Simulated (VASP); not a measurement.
# Au (P6_3/mmc) in VASP: notebook

Au is run at these levels: LDA, PBE0, PBEsol; tasks: single point.

Everything below comes from runs of VASP 6.6.1. Logs are shortened: lines on timing, memory, paths and dates and some standing lists are left out, and cuts for length are marked.

## Step 1: The cell of the first run

It takes space group P6_3/mmc (No. 194, hexagonal). Conventional cell: a = 2.957 Å, b = 2.957 Å, c = 4.976 Å, α = 90.00°, β = 90.00°, γ = 120.00°. Within 3.9 Å of Au (site symmetry -6m2) lie 12 Au at 2.96 to 3.02 Å.

## Step 2: Single point, LDA (volume scaled by 1.06)

Input file INCAR:

```
SYSTEM = Au
  PREC = Accurate
  ENCUT = 520
  EDIFF = 1E-7
  ISMEAR = -1
  SIGMA = 0.05
  LREAL = .False.
  LASPH = .True.
  NELM = 100
  ALGO = Normal
  ISIF = 2
  LWAVE = .False.
  LCHARG = .False.
  GGA = CA
  NBANDS = 18
```

Input file KPOINTS:

```
Automatic mesh
0
Gamma
  11 11 6
  0 0 0
```

Input file POSCAR:

```
Au
1.0
    2.9568771850      0.0000000000      0.0000000000
   -1.4784385925      2.5607307581      0.0000000000
    0.0000000000      0.0000000000      4.9757105734
Au
2
Direct
    0.6666666667      0.3333333333      0.2500000000
    0.3333333333      0.6666666667      0.7500000000
```

Potentials or basis: VASP PAW LDA potentials, release 64 (Au).

On the command line:

```bash
> cat potpaw_LDA.64/Au/POTCAR > POTCAR
> mpirun -np 1 vasp_std > vasp.out
```

OUTCAR:

```text
SYSTEM = Au
   PREC = Accurate
   ENCUT = 520
   EDIFF = 1E-7
   ISMEAR = -1
   LREAL = .False.
   LASPH = .True.
   NELM = 100
   ISIF = 2
   GGA = CA

 ion  position               nearest neighbor table
   1  0.667  0.333  0.250-   2 3.02   2 3.02   2 3.02   2 3.02   2 3.02   2 3.02
   2  0.333  0.667  0.750-   1 3.02   1 3.02   1 3.02   1 3.02   1 3.02   1 3.02

  LATTYP: Found a hexagonal cell.
 ALAT       =     2.9568771850
 C/A-ratio  =     1.6827586207

  Lattice vectors:

 A1 = (   2.9568771850,   0.0000000000,   0.0000000000)
 A2 = (  -1.4784385925,   2.5607307581,   0.0000000000)
 A3 = (   0.0000000000,   0.0000000000,   4.9757105734)

Analysis of symmetry for initial positions (statically):
=====================================================================
 Subroutine PRICEL returns:
 Original cell was already a primitive cell.

 Routine SETGRP: Setting up the symmetry group for a
 hexagonal supercell.

 Subroutine GETGRP returns: Found 24 space group operations
 (whereof 12 operations were pure point group operations)
 out of a pool of 24 trial point group operations.

The static configuration has the point symmetry D_3d.
 The point group associated with its full space group is D_6h.

Analysis of symmetry for dynamics (positions and initial velocities):
=====================================================================
 Subroutine PRICEL returns:
 Original cell was already a primitive cell.

 Routine SETGRP: Setting up the symmetry group for a
 hexagonal supercell.

 Subroutine GETGRP returns: Found 24 space group operations
 (whereof 12 operations were pure point group operations)
 out of a pool of 24 trial point group operations.

The dynamic configuration has the point symmetry D_3d.
 The point group associated with its full space group is D_6h.

 Subroutine INISYM returns: Found 24 space group operations
 (whereof 12 operations are pure point group operations),
 and found     1 'primitive' translations

----------------------------------------------------------------------------------------

                                     Primitive cell

  volume of cell :      37.6749

  direct lattice vectors                    reciprocal lattice vectors
     2.956877185  0.000000000  0.000000000     0.338194635  0.195256763  0.000000000
    -1.478438593  2.560730758  0.000000000     0.000000000  0.390513527  0.000000000
     0.000000000  0.000000000  4.975710573     0.000000000  0.000000000  0.200976320

  length of vectors
[... 81 lines left out ...]
   NELM   =    100;   NELMIN=  2; NELMDL= -5     # of ELM steps
   EDIFF  = 0.1E-06   stopping-criterion for ELM
   LREAL  =      F    real-space projection
   EDIFFG = 0.1E-05   stopping-criterion for IOM
   NSW    =      0    number of steps for IOM
   IBRION =     -1    ionic relax: 0-MD 1-quasi-New 2-CG
   NFREE  =      0    steps in history (QN), initial steepest desc. (CG)
   ISIF   =      2    stress and relaxation
   ISYM   =      2    0-nonsym 1-usesym 2-fastsym
   POTIM  = 0.5000    time-step for ionic-motion
   TEBEG  =    0.0;   TEEND  =   0.0 temperature during run
   PSTRESS=    0.0 pullay stress
   NELECT =      22.0000    total number of electrons
   NUPDOWN=      -1.0000    fix difference up-down
   EMIN   =  10.00;   EMAX   =-10.00  energy-range for DOS
   EFERMI =   0.00;   METHOD = LEGACY
   ISMEAR =    -1;   SIGMA  =   0.05  broadening in eV -4-tet -1-fermi 0-gaus
   EFERMI_NEDOS =   21; number of points for ismear=-14 and -15
   IALGO  =     38    algorithm
   IMIX   =      4    mixing-type and parameters
     AMIX     =   0.40;   BMIX     =  1.00
     AMIX_MAG =   1.60;   BMIX_MAG =  1.00
  volume/ion in A,a.u.               =      18.84       127.12
  Fermi-wavevector in a.u.,A,eV,Ry     =   1.368353  2.585813 25.475428  1.872391
  Thomas-Fermi vector in A             =   2.494325
   LORBIT       =      0    0 simple, 1 ext, 2 COOP (PROOUT), +10 PAW based schemes
   GGA     = CA    functional components
   LHFCALC =     F    Hartree Fock is set to
   AEXX    =    0.0000 exact exchange contribution
   IVDW    =     0    specifies the selected vdW correction
   LEPSILON=     F    determine dielectric tensor
   LRPA    =     F    only Hartree local field effects (RPA)
 non-spin polarized calculation
  energy-cutoff  :      520.00
  volume of cell :       37.67
 maximum number of plane-waves:      1051
 NGX is ok and might be reduce to    24
   NGX = 11   NGY = 11   NGZ = 19

 number of electron      21.9999997 magnetization

 Free energy of the ion-electron system (eV)
  ---------------------------------------------------
  ext. energy  EPLUGINS =         0.00000000
  ---------------------------------------------------
  free energy    TOTEN  =        -8.62303180 eV

  energy without entropy =       -8.61428238  energy(sigma->0) =       -8.61865709

 E-fermi :   7.6205     XC(G=0): -12.4093

 val. band max:        7.5817751439   @ k =   0.1818   0.1818   0.3333
 cond. band min:       7.6303192560   @ k =   0.2727   0.0909   0.3333
 fundamental gap:      0.0485441121
 Fermi energy:         7.6204811577

 k-point     1 :       0.0000    0.0000    0.0000
  band No.  band energies     occupation
      1      -1.2252      2.00000
      2       1.0977      2.00000
      3       3.3114      2.00000
      4       3.5696      2.00000
      5       3.5696      2.00000
      6       3.8278      2.00000
[... 481 lines left out ...]
      5       3.4001      2.00000
      6       3.7906      2.00000
[... 10 lines left out ...]
     17      23.2807      0.00000
     18      24.3036      0.00000

 [... further k-points ...]

------------------------ aborting loop because EDIFF is reached ----------------------------------------

  FORCE on cell =-STRESS in cart. coord.  units (eV):
  Direction    XX          YY          ZZ          XY          YZ          ZX
  --------------------------------------------------------------------------------------
  -------------------------------------------------------------------------------------
  Total       -3.9474497     -3.9474497     -3.8154596      0.0000000     -0.0000000      0.0000000
  in kB     -167.8706884   -167.8706884   -162.2576275      0.0000000     -0.0000000      0.0000000
  external PRESSURE =    -165.9996681 kB  Pullay stress =       0.0000000 kB

 VOLUME and BASIS-vectors are now :
 -----------------------------------------------------------------------------
  energy-cutoff  :      520.00
  volume of cell :       37.67
      direct lattice vectors                 reciprocal lattice vectors
     2.956877185  0.000000000  0.000000000     0.338194635  0.195256763  0.000000000
    -1.478438593  2.560730758  0.000000000     0.000000000  0.390513527  0.000000000
     0.000000000  0.000000000  4.975710573     0.000000000  0.000000000  0.200976320

 POSITION                                       TOTAL-FORCE (eV/Angst)
 -----------------------------------------------------------------------------------
      1.47844      0.85358      1.24393        -0.000000      0.000000      0.000000
     -0.00000      1.70715      3.73178         0.000000     -0.000000      0.000000
 -----------------------------------------------------------------------------------
    total drift:                               -0.000000      0.000000     -0.000000

  FREE ENERGIE OF THE ION-ELECTRON SYSTEM (eV)
  ---------------------------------------------------
  free  energy   TOTEN  =        -8.6230318025 eV

  energy  without entropy=       -8.6142823762  energy(sigma->0) =       -8.61865709
```

stdout:

```text
POSCAR found type information on POSCAR Au
 POSCAR found :  1 types and       2 ions
 scaLAPACK will be used
 LDA part: xc-table for (Slater(with rela. corr.)+CA(PZ))
 , standard interpolation
 POSCAR, INCAR and KPOINTS ok, starting setup
 FFT: planning ... GRIDC
 FFT: planning ... GRID_SOFT
 FFT: planning ... GRID
 WAVECAR not read
 entering main loop
```

Run time: 25 s. Hardware: 1 thread of Intel Xeon 6975P-C, shared host; peak memory 0.17 GiB.

Results:

| Property | Result |
| --- | --- |
| Free energy | -8.6230 eV |
| Pressure | -16.6 GPa |
| Band gap on the k mesh | zero (band 11 reaches 11.07 eV, above the bottom of band 12 at 5.19 eV) |

Caveat: the cell differs from its parent crystal (volume scaled by 1.06); spin-orbit coupling is left out, which moves the levels of the heavy elements.

## Step 3: Single point, PBE0

This run uses another cell than the first one, of 17.06 Å³/atom, 0.906 times its volume.

Input file POSCAR:

```
Au
1.0
    2.8608060062      0.0000000000      0.0000000000
   -1.4304030031      2.4775306767      0.0000000000
    0.0000000000      0.0000000000      4.8140459691
Au
2
Direct
    0.6666666667      0.3333333333      0.2500000000
    0.3333333333      0.6666666667      0.7500000000
```

Input file INCAR.step1:

```
  PREC = Accurate
  ENCUT = 520
  EDIFF = 1E-5
  ISMEAR = -1
  SIGMA = 0.05
  LREAL = False
  LASPH = True
  NELM = 60
  ALGO = Normal
  ISIF = 2
  LWAVE = True
  LCHARG = False
  GGA = PE
  NBANDS = 18
```

Input file INCAR.step2:

```
  PREC = Accurate
  ENCUT = 520
  EDIFF = 1E-6
  ISMEAR = -1
  SIGMA = 0.05
  LREAL = False
  LASPH = True
  NELM = 60
  ALGO = Normal
  ISIF = 2
  LWAVE = False
  LCHARG = False
  GGA = PE
  LHFCALC = True
  AEXX = 0.25
  PRECFOCK = Normal
  ISTART = 1
  NBANDS = 18
```

Input file KPOINTS:

```
Automatic mesh
0
Gamma
  6 6 4
```

Potentials or basis: VASP PAW PBE potentials, release 64 (Au).

On the command line:

```bash
> cat potpaw_PBE.64/Au/POTCAR > POTCAR
> cp INCAR.step1 INCAR
> mpirun -np 1 vasp_std > vasp.out
> cp INCAR.step2 INCAR
> mpirun -np 1 vasp_std > vasp.out
```

OUTCAR:

```text
PREC = Accurate
   ENCUT = 520
   EDIFF = 1E-6
   ISMEAR = -1
   LREAL = False
   LASPH = True
   NELM = 60
   ISIF = 2
   GGA = PE
   LHFCALC = True
   AEXX = 0.25
   PRECFOCK = Normal
   ISTART = 1

 ion  position               nearest neighbor table
   1  0.667  0.333  0.250-   2 2.92   2 2.92   2 2.92   2 2.92   2 2.92   2 2.92
   2  0.333  0.667  0.750-   1 2.92   1 2.92   1 2.92   1 2.92   1 2.92   1 2.92

[... 636 lines left out ...]
     18      26.7813      0.00000

------------------------ aborting loop because EDIFF is reached ----------------------------------------

  FORCE on cell =-STRESS in cart. coord.  units (eV):
  Direction    XX          YY          ZZ          XY          YZ          ZX
  --------------------------------------------------------------------------------------
  -------------------------------------------------------------------------------------
  Total        2.1819630      2.1819630      0.1570166      0.0000000      0.0000000      0.0000000
  in kB      102.4566827    102.4566827      7.3728999      0.0000000      0.0000000      0.0000000
  external PRESSURE =      70.7620885 kB  Pullay stress =       0.0000000 kB

 VOLUME and BASIS-vectors are now :
 -----------------------------------------------------------------------------
  energy-cutoff  :      520.00
  volume of cell :       34.12
      direct lattice vectors                 reciprocal lattice vectors
     2.860806006  0.000000000  0.000000000     0.349551839  0.201813848  0.000000000
    -1.430403003  2.477530677  0.000000000     0.000000000  0.403627696  0.000000000
     0.000000000  0.000000000  4.814045969     0.000000000  0.000000000  0.207725478

 POSITION                                       TOTAL-FORCE (eV/Angst)
 -----------------------------------------------------------------------------------
      1.43040      0.82584      1.20351        -0.000000      0.000000     -0.000000
     -0.00000      1.65169      3.61053         0.000000     -0.000000      0.000000
 -----------------------------------------------------------------------------------
    total drift:                               -0.000000     -0.000000      0.000000

  FREE ENERGIE OF THE ION-ELECTRON SYSTEM (eV)
  ---------------------------------------------------
  free  energy   TOTEN  =        -7.1205075812 eV

  energy  without entropy=       -7.1157131673  energy(sigma->0) =       -7.11811037
```

Wall time 40 min (1 thread of Intel Xeon Platinum 8259CL at 2.50GHz (Skylake/Cascade Lake), shared host); peak memory 0.17 GiB.

What came out:

* Free energy: -7.1205 eV
* Pressure: 7.1 GPa
* Band gap on the k mesh: zero (band 11 reaches 14.69 eV, above the bottom of band 12 at 5.18 eV)

Stress tensor (GPa, compression positive):
```
10.25  0.00  0.00
 0.00 10.25  0.00
 0.00  0.00  0.74
```

Levels at points of the mesh, in eV from the Fermi level:
```csv
k point,band 8,band 9,band 10,band 11,band 12,band 13,band 14,band 15
"(0.00, 0.00, 0.00)",-4.76,-4.76,-3.22,-3.22,-1.32,3.84,16.22,17.39
"(0.50, 0.00, 0.00)",-3.00,-2.86,-2.64,0.83,2.42,7.23,8.65,9.19
"(0.00, 0.00, 0.50)",-5.85,-3.77,-3.77,-3.77,-3.77,12.24,12.24,16.58
"(0.50, 0.00, 0.50)",-3.35,-2.71,-2.71,1.10,1.10,5.34,5.34,14.92
```

Caveat: the k points lie up to 0.42 Å⁻¹ apart; the PAW data sets were made with another functional, which shifts forces and pressure a little; spin-orbit coupling is left out, which moves the levels of the heavy elements.

## Step 4: Single point, PBEsol

This run uses another cell than the first one, of 15.06 Å³/atom, 0.800 times its volume.

Input file INCAR:

```
SYSTEM = Au
PREC = Accurate
ENCUT = 520
EDIFF = 1E-6
ISMEAR = -1
SIGMA = 0.05
LREAL = .False.
LASPH = .True.
NELM = 100
ALGO = Fast
ISIF = 2
LWAVE = .False.
LCHARG = .False.
GGA = PS
NBANDS = 18
```

Input file KPOINTS:

```
Automatic mesh
0
Gamma
  11 11 6
  0 0 0
```

Input file POSCAR:

```
Au
1.0
    2.7588792037      0.0000000000      0.0000000000
   -1.3794396019      2.3892594764      0.0000000000
    0.0000000000      0.0000000000      4.5707756554
Au
2
Direct
    0.6666666667      0.3333333333      0.2500000000
    0.3333333333      0.6666666667      0.7500000000
```

On the command line:

```bash
> cat potpaw_PBE.64/Au/POTCAR > POTCAR
> mpirun -np 1 vasp_std > vasp.out
```

Run time: 20 s. Hardware: 1 thread of AMD EPYC 9R45 (Zen 5), shared host; peak memory 0.14 GiB.

It converged, with:

* Free energy: -7.5259 eV
* Pressure: 29.7 GPa
* Band gap on the k mesh: zero (band 11 reaches 15.55 eV, above the bottom of band 12 at 8.59 eV)

Levels at points of the mesh, in eV from the Fermi level:
| k point | band 7 | band 8 | band 9 | band 10 | band 11 | band 12 | band 13 | band 14 | band 15 | band 16 |
| --- | --- | --- | --- | --- | --- | --- | --- | --- | --- | --- |
| (0.00, 0.00, 0.00) | -4.84 | -4.09 | -4.09 | -2.31 | -2.31 | -1.72 | 3.54 | 14.34 | 15.91 | 16.88 |
| (0.00, 0.00, 0.50) | -5.33 | -5.33 | -2.87 | -2.87 | -2.87 | -2.87 | 11.75 | 11.75 | 14.79 | 14.79 |

Caveat: the PAW data sets were made with another functional, which shifts forces and pressure a little; spin-orbit coupling is left out, which moves the levels of the heavy elements.

## Step 5: The runs side by side

| level | potentials or basis | cell | k mesh | grid for exact exchange (PRECFOCK) | gap on the mesh (eV) | pressure (GPa) |
| --- | --- | --- | --- | --- | --- | --- |
| LDA | VASP PAW LDA potentials, release 64 (Au) | a = 2.957, b = 2.957, c = 4.976 Å, angles 90.0, 90.0, 120.0°, 2 atoms | 11 × 11 × 6 | - | none | -16.6 |
| PBE0 | VASP PAW PBE potentials, release 64 (Au) | a = 2.861, b = 2.861, c = 4.814 Å, angles 90.0, 90.0, 120.0°, 2 atoms | 6 × 6 × 4 | Normal | none | 7.1 |
| PBEsol | VASP PAW PBE potentials, release 64 (Au) | a = 2.759, b = 2.759, c = 4.571 Å, angles 90.0, 90.0, 120.0°, 2 atoms | 11 × 11 × 6 | - | none | 29.7 |

Alike in all rows: task single point; no spin polarisation; cutoff (eV) 520; smearing fermi-dirac 0.05 eV.

Caveats: some runs use coarse meshes; spin-orbit coupling is left out, which moves the levels of the heavy elements; the PAW data sets were made with another functional, which shifts forces and pressure a little (some runs).

Total energies depend on the potentials used, so only differences within one code and one set of settings carry meaning.
